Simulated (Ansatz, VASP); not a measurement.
## SiC in VASP and in Ansatz

The input INCAR:

```
SYSTEM = SiC
  ALGO = Normal
  EDIFF = 1E-7
  ENCUT = 520
  GGA = PS
  ISIF = 2
  ISMEAR = 0
  LASPH = .True.
  LCHARG = .False.
  LREAL = .False.
  LWAVE = .False.
  NBANDS = 11
  NELM = 100
  PREC = Accurate
  SIGMA = 0.01
```

The input KPOINTS:

```
k-points
0
Gamma
  10 10 10
  0 0 0
```

File POSCAR:

```
SiC
1.0
    0.0000000000      2.1893039299      2.1893039299
    2.1893039299      0.0000000000      2.1893039299
    2.1893039299      2.1893039299      0.0000000000
Si C
1 1
Direct
    0.0000000000      0.0000000000      0.0000000000
    0.7500000000      0.7500000000      0.7500000000
```

Input for Ansatz:

```yaml
crystal:
  lattice:
    - [0.0, 2.18930392989, 2.18930392989]
    - [2.18930392989, 0.0, 2.18930392989]
    - [2.18930392989, 2.18930392989, 0.0]
  atoms:
    - { symbol: Si, position: [0.0, 0.0, 0.0] }
    - { symbol: C, position: [0.75, 0.75, 0.75] }
kpoints:
  mp_grid: { grid: [10, 10, 10] }
scf:
  occupations: { method: fixed }
  convergence: { dr2_threshold: 1.0e-10 }
hamiltonian:
  xc: pbesol
  pseudopotentials: { kind: paw }
output:
  forces: true
  stress: true
  eigenstates:
    kpoints:
      - [0.0, 0.0, 0.0]
      - [0.0, -0.5, -0.5]
      - [-0.5, 0.0, -0.5]
      - [-0.5, -0.5, 0.0]
      - [0.0, 0.5, 0.0]
      - [0.5, 0.0, 0.0]
      - [0.0, 0.0, 0.5]
      - [0.5, 0.5, 0.5]
  eigenvalues: true
```

Alike in both runs: task single point; functional PBEsol; k mesh 10 × 10 × 10; no spin polarisation.

|  | VASP | Ansatz |
| --- | --- | --- |
| version | VASP 6.6.1 | Ansatz 0.2.0 |
| potentials or method | VASP PAW PBE potentials, release 64 (Si, C) | PAW with Ansatz's default frozen-core files, scalar-relativistic |
| plane-wave cutoff (eV) | 520 | 420 |
| occupations | gaussian, width 0.01 eV | fixed |
| valence electrons in the cell | 8 | 8 |

```tsv
	VASP	Ansatz	Ansatz less VASP
gap on the k mesh at the Fermi level (eV)	1.25	1.26	+0.010
pressure (GPa)	-2.9	-3.2	-0.34
```

VASP's potentials were made for PBE, not for PBEsol.
